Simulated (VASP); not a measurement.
# SiO2 (P2_13) in VASP: a series of runs, part 2 of 3

VASP 6.6.1. The steps go on from the part before.

**3. Electric field gradients, PBE (14.21 Å³/atom)**

This run uses another cell than the first one, of 14.21 Å³/atom.

The input, INCAR:

```
PREC = Accurate
ENCUT = 520
EDIFF = 1E-8
ISMEAR = -1
SIGMA = 0.02
LREAL = Auto
LASPH = True
NELM = 80
ALGO = Normal
ISIF = 2
LWAVE = False
LCHARG = False
GGA = PE
LEFG = True
NBANDS = 82
```

The input, KPOINTS:

```
regular mesh
0
Gamma
  3 3 3
```

The input, POSCAR:

```
SiO2
1.0
    6.9860408765      0.0000000000      0.0000000000
    0.0000000000      6.9860408765      0.0000000000
    0.0000000000      0.0000000000      6.9860408765
Si O
8 16
Direct
    0.9771259885      0.5228740115      0.4771259885
    0.5228740115      0.4771259885      0.9771259885
    0.4771259885      0.9771259885      0.5228740115
    0.0228740115      0.0228740115      0.0228740115
    0.7141775776      0.7858224224      0.2141775776
    0.7858224224      0.2141775776      0.7141775776
    0.2141775776      0.7141775776      0.7858224224
    0.2858224224      0.2858224224      0.2858224224
    0.8607175071      0.3328254486      0.5326132099
    0.3607175071      0.1671745514      0.4673867901
    0.1392824929      0.8328254486      0.9673867901
    0.1671745514      0.4673867901      0.3607175071
    0.9673867901      0.1392824929      0.8328254486
    0.4673867901      0.3607175071      0.1671745514
    0.3328254486      0.5326132099      0.8607175071
    0.5326132099      0.8607175071      0.3328254486
    0.1541929604      0.1541929604      0.1541929604
    0.3458070396      0.8458070396      0.6541929604
    0.6541929604      0.3458070396      0.8458070396
    0.8458070396      0.6541929604      0.3458070396
    0.6392824929      0.6671745514      0.0326132099
    0.0326132099      0.6392824929      0.6671745514
    0.6671745514      0.0326132099      0.6392824929
    0.8328254486      0.9673867901      0.1392824929
```

Potentials or basis: VASP PAW PBE potentials, release 64 (Si, O).

The run is started by

```console
> cat potpaw_PBE.64/Si/POTCAR potpaw_PBE.64/O/POTCAR > POTCAR
> mpirun -np 1 vasp_std > vasp.out
```

OUTCAR:

```text
PREC = Accurate
   ENCUT = 520
   EDIFF = 1E-8
   ISMEAR = -1
   LREAL = Auto
   LASPH = True
   NELM = 80
   ISIF = 2
   GGA = PE

 ion  position               nearest neighbor table
   1  0.977  0.523  0.477-  20 1.59  12 1.60   9 1.60  22 1.60   7 3.03   8 3.03   6 3.03
   2  0.523  0.477  0.977-  19 1.59  15 1.60  14 1.60  21 1.60   7 3.03   8 3.03   5 3.03
   3  0.477  0.977  0.523-  18 1.59  16 1.60  10 1.60  23 1.60   6 3.03   8 3.03   5 3.03
   4  0.023  0.023  0.023-  17 1.59  13 1.60  11 1.60  24 1.60   6 3.03   7 3.03   5 3.03
   5  0.714  0.786  0.214-  20 1.59  16 1.60  21 1.60  24 1.60   3 3.03   4 3.03   2 3.03
   6  0.786  0.214  0.714-  19 1.59  13 1.60   9 1.60  23 1.60   3 3.03   4 3.03   1 3.03
   7  0.214  0.714  0.786-  18 1.59  15 1.60  11 1.60  22 1.60   2 3.03   4 3.03   1 3.03
   8  0.286  0.286  0.286-  17 1.59  12 1.60  14 1.60  10 1.60   2 3.03   3 3.03   1 3.03
   9  0.861  0.333  0.533-   6 1.60   1 1.60
  10  0.361  0.167  0.467-   8 1.60   3 1.60
  11  0.139  0.833  0.967-   7 1.60   4 1.60
  12  0.167  0.467  0.361-   8 1.60   1 1.60
  13  0.967  0.139  0.833-   6 1.60   4 1.60
  14  0.467  0.361  0.167-   8 1.60   2 1.60
[... 8 lines left out ...]
  23  0.667  0.033  0.639-   6 1.60   3 1.60
  24  0.833  0.967  0.139-   5 1.60   4 1.60

  LATTYP: Found a simple cubic cell.
 ALAT       =     6.9860408765

  Lattice vectors:

 A1 = (   6.9860408765,   0.0000000000,   0.0000000000)
 A2 = (   0.0000000000,   6.9860408765,   0.0000000000)
 A3 = (   0.0000000000,   0.0000000000,   6.9860408765)

Analysis of symmetry for initial positions (statically):
=====================================================================
 Subroutine PRICEL returns:
 Original cell was already a primitive cell.

 Routine SETGRP: Setting up the symmetry group for a
 simple cubic supercell.

 Subroutine GETGRP returns: Found 12 space group operations
 (whereof  3 operations were pure point group operations)
 out of a pool of 48 trial point group operations.

The static configuration has the point symmetry C_3 .
 The point group associated with its full space group is T   .

Analysis of symmetry for dynamics (positions and initial velocities):
=====================================================================
 Subroutine PRICEL returns:
 Original cell was already a primitive cell.

 Routine SETGRP: Setting up the symmetry group for a
 simple cubic supercell.

 Subroutine GETGRP returns: Found 12 space group operations
 (whereof  3 operations were pure point group operations)
 out of a pool of 48 trial point group operations.

The dynamic configuration has the point symmetry C_3 .
 The point group associated with its full space group is T   .

 Subroutine INISYM returns: Found 12 space group operations
 (whereof  3 operations are pure point group operations),
 and found     1 'primitive' translations

----------------------------------------------------------------------------------------

                                     Primitive cell

  volume of cell :     340.9521

  direct lattice vectors                    reciprocal lattice vectors
[... 145 lines left out ...]
 NGX is ok and might be reduce to    54
   NGX = 25   NGY = 25   NGZ = 25

 number of electron     128.0000012 magnetization

 Free energy of the ion-electron system (eV)
  ---------------------------------------------------
  ext. energy  EPLUGINS =         0.00000000
  ---------------------------------------------------
  free energy    TOTEN  =      -189.31073309 eV

  energy without entropy =     -189.31073309  energy(sigma->0) =     -189.31073309

 E-fermi :   0.5216     XC(G=0):  -8.4243

 val. band max:        0.0315936711   @ k =   0.3333   0.3333   0.3333
 cond. band min:       6.0102704793   @ k =   0.0000   0.0000   0.0000
 fundamental gap:      5.9786768083
 Fermi energy:         0.5215972659

 k-point     1 :       0.0000    0.0000    0.0000
  band No.  band energies     occupation
      1     -19.3766      2.00000
      2     -18.4418      2.00000
      3     -18.4418      2.00000
      4     -18.4418      2.00000
      5     -18.4164      2.00000
      6     -18.4164      2.00000
[... 305 lines left out ...]
     75       9.9764      0.00000
     76      10.1639      0.00000
 [bands above 76 left out]

------------------------ aborting loop because EDIFF is reached ----------------------------------------

  FORCE on cell =-STRESS in cart. coord.  units (eV):
  Direction    XX          YY          ZZ          XY          YZ          ZX
  --------------------------------------------------------------------------------------
  -------------------------------------------------------------------------------------
  Total       18.2660036     18.2660036     18.2660036      0.0000000      0.0000000      0.0000000
  in kB       85.8342769     85.8342769     85.8342769      0.0000000      0.0000000      0.0000000
  external PRESSURE =      85.8342769 kB  Pullay stress =       0.0000000 kB

 VOLUME and BASIS-vectors are now :
 -----------------------------------------------------------------------------
  energy-cutoff  :      520.00
  volume of cell :      340.95
      direct lattice vectors                 reciprocal lattice vectors
     6.986040876  0.000000000  0.000000000     0.143142592  0.000000000  0.000000000
     0.000000000  6.986040876  0.000000000     0.000000000  0.143142592  0.000000000
     0.000000000  0.000000000  6.986040876     0.000000000  0.000000000  0.143142592

 POSITION                                       TOTAL-FORCE (eV/Angst)
 -----------------------------------------------------------------------------------
      6.82624      3.65282      3.33322        -0.025895      0.025895     -0.025895
      3.65282      3.33322      6.82624         0.025895     -0.025895     -0.025895
      3.33322      6.82624      3.65282        -0.025895     -0.025895      0.025895
      0.15980      0.15980      0.15980         0.025895      0.025895      0.025895
      4.98927      5.48979      1.49625        -0.043619      0.043619     -0.043619
      5.48979      1.49625      4.98927         0.043619     -0.043619     -0.043619
[... 16 lines left out ...]
      4.66091      0.22784      4.46605         0.213714     -0.414420      0.122725
      5.81815      6.75820      0.97303        -0.213714      0.414420      0.122725
 -----------------------------------------------------------------------------------
    total drift:                               -0.000000      0.000000     -0.000000

  FREE ENERGIE OF THE ION-ELECTRON SYSTEM (eV)
  ---------------------------------------------------
  free  energy   TOTEN  =      -189.3107330945 eV

  energy  without entropy=     -189.3107330945  energy(sigma->0) =     -189.31073309

 Electric field gradients (V/A^2)
---------------------------------------------------------------------
 ion       V_xx      V_yy      V_zz      V_xy      V_xz      V_yz
---------------------------------------------------------------------
   1       0.000     0.000    -0.000     1.101    -1.101     1.101
   2       0.000     0.000    -0.000     1.101     1.101    -1.101
   3      -0.000     0.000    -0.000    -1.101     1.101     1.101
   4      -0.000     0.000    -0.000    -1.101    -1.101    -1.101
   5      -0.000     0.000     0.000    -2.172     2.172    -2.172
   6      -0.000     0.000     0.000    -2.172    -2.172     2.172
[... 16 lines left out ...]
  23      20.765     2.223   -22.988    44.643    44.285    28.950
  24      20.765     2.223   -22.988    44.643   -44.285   -28.950
---------------------------------------------------------------------

 Electric field gradients after diagonalization (V/A^2)
 (convention: |V_zz| > |V_xx| > |V_yy|)
----------------------------------------------------------------------
 ion       V_xx      V_yy      V_zz     asymmetry (V_yy - V_xx)/ V_zz
----------------------------------------------------------------------
   1       1.101     1.101    -2.202       0.000
   2       1.101     1.101    -2.202       0.000
   3       1.101     1.101    -2.202       0.000
   4       1.101     1.101    -2.202       0.000
   5      -2.172    -2.172     4.344       0.000
   6      -2.172    -2.172     4.344       0.000
[... 16 lines left out ...]
  23     -50.549   -32.675    83.224       0.215
  24     -50.549   -32.675    83.224       0.215
----------------------------------------------------------------------

           NMR quadrupolar parameters

 Cq : quadrupolar parameter    Cq=e*Q*V_zz/h
 eta: asymmetry parameters     (V_yy - V_xx)/ V_zz
 Q  : nuclear electric quadrupole moment in mb (millibarn)
----------------------------------------------------------------------
 ion       Cq(MHz)       eta       Q (mb)
----------------------------------------------------------------------
   1      -0.005       0.000       1.000
   2      -0.005       0.000       1.000
   3      -0.005       0.000       1.000
   4      -0.005       0.000       1.000
   5       0.011       0.000       1.000
   6       0.011       0.000       1.000
[... 16 lines left out ...]
  23       0.201       0.215       1.000
  24       0.201       0.215       1.000
----------------------------------------------------------------------
```

Run time: 4.6 min. Hardware: 1 thread of Intel Xeon Platinum 8559C (Emerald Rapids), shared host; peak memory 0.42 GiB.

What came out:

```yaml
Free_energy: -189.3107 eV
Pressure: 8.6 GPa
Largest_force: 0.482 eV/Å
Band_gap_on_the_k_mesh: 5.98 eV (least direct gap 5.99 eV)
Largest_electric_field_gradient_by_atom: Si -2.2, +4.3 (each value once); O +83.2, +92.8 (each value once) V/Å²
```

Forces on the atoms (eV/Å):
```
Si  -0.026  0.026 -0.026
Si   0.026 -0.026 -0.026
Si  -0.026 -0.026  0.026
Si   0.026  0.026  0.026
Si  -0.044  0.044 -0.044
Si   0.044 -0.044 -0.044
Si  -0.044 -0.044  0.044
Si   0.044  0.044  0.044
O   -0.123 -0.214 -0.414
O   -0.123  0.214  0.414
O    0.123 -0.214  0.414
O    0.214  0.414 -0.123
O    0.414  0.123 -0.214
O    0.414 -0.123  0.214
O   -0.214 -0.414 -0.123
O   -0.414 -0.123 -0.214
O    0.028  0.028  0.028
O   -0.028 -0.028  0.028
O    0.028 -0.028 -0.028
O   -0.028  0.028 -0.028
O    0.123  0.214 -0.414
O   -0.414  0.123  0.214
O    0.214 -0.414  0.123
O   -0.214  0.414  0.123
```

Levels at points of the mesh, in eV from the valence-band top:
| k point | band 61 | band 62 | band 63 | band 64 | band 65 | band 66 | band 67 | band 68 |
| --- | --- | --- | --- | --- | --- | --- | --- | --- |
| (0.00, 0.00, 0.00) | -0.35 | -0.01 | -0.01 | -0.01 | 5.98 | 9.06 | 9.06 | 9.06 |

Electric field gradients, principal values (V/Å²):
| atom | least | middle | greatest (by size) |
| --- | --- | --- | --- |
| 1 Si | 1.101 | 1.101 | -2.202 |
| 2 Si | 1.101 | 1.101 | -2.202 |
| 3 Si | 1.101 | 1.101 | -2.202 |
| 4 Si | 1.101 | 1.101 | -2.202 |
| 5 Si | -2.172 | -2.172 | 4.344 |
| 6 Si | -2.172 | -2.172 | 4.344 |
| 7 Si | -2.172 | -2.172 | 4.344 |
| 8 Si | -2.172 | -2.172 | 4.344 |
| 9 O | -32.675 | -50.549 | 83.224 |
| 10 O | -32.675 | -50.549 | 83.224 |
| 11 O | -32.675 | -50.549 | 83.224 |
| 12 O | -32.675 | -50.549 | 83.224 |
| 13 O | -32.675 | -50.549 | 83.224 |
| 14 O | -32.675 | -50.549 | 83.224 |
| 15 O | -32.675 | -50.549 | 83.224 |
| 16 O | -32.675 | -50.549 | 83.224 |
| 17 O | -46.418 | -46.418 | 92.835 |
| 18 O | -46.418 | -46.418 | 92.835 |
| 19 O | -46.418 | -46.418 | 92.835 |
| 20 O | -46.418 | -46.418 | 92.835 |
| 21 O | -32.675 | -50.549 | 83.224 |
| 22 O | -32.675 | -50.549 | 83.224 |
| 23 O | -32.675 | -50.549 | 83.224 |
| 24 O | -32.675 | -50.549 | 83.224 |

Caveat: the cell stands under pressure; without QUAD_EFG the Cq values of the log hold for a quadrupole moment of 1 mb, not for the nuclei.

(Part 2 of 3 ends here.)
